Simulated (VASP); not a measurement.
Input of a VASP 6.6.1 run:

The input INCAR:

```
ALGO = Normal
EDIFF = 1E-7
ENCUT = 520
GGA = PE
ISIF = 2
ISMEAR = -1
LASPH = T
LCHARG = F
LREAL = F
LWAVE = F
NBANDS = 17
NELM = 100
PREC = Accurate
SIGMA = 0.02
```

Contents of KPOINTS:

```
k-points
0
Gamma
  6 6 6
```

File POSCAR:

```
SnSe
1.0
    0.0000000000      3.3915689676      3.3915689676
    3.3915689676      0.0000000000      3.3915689676
    3.3915689676      3.3915689676      0.0000000000
Sn Se
1 1
Direct
    0.0000000000      0.0000000000      0.0000000000
    0.2500000000      0.2500000000      0.2500000000
```

Potentials or basis: VASP PAW PBE potentials, release 64 (Sn_d, Se).

The run is started by

```bash
$ cat potpaw_PBE.64/Sn_d/POTCAR potpaw_PBE.64/Se/POTCAR > POTCAR
$ mpirun -np 1 vasp_std > vasp.out
```

Question: Predict the pressure.

Answer: 0.0 GPa.

Question: Estimate the band gap on the k mesh.

Answer: 0.22 eV, indirect (least direct gap 0.69 eV).

Caveat: the cell differs from its parent crystal (strain +0.8%); spin-orbit coupling is left out, which moves the levels of the heavy elements. A k mesh can miss the band edges.
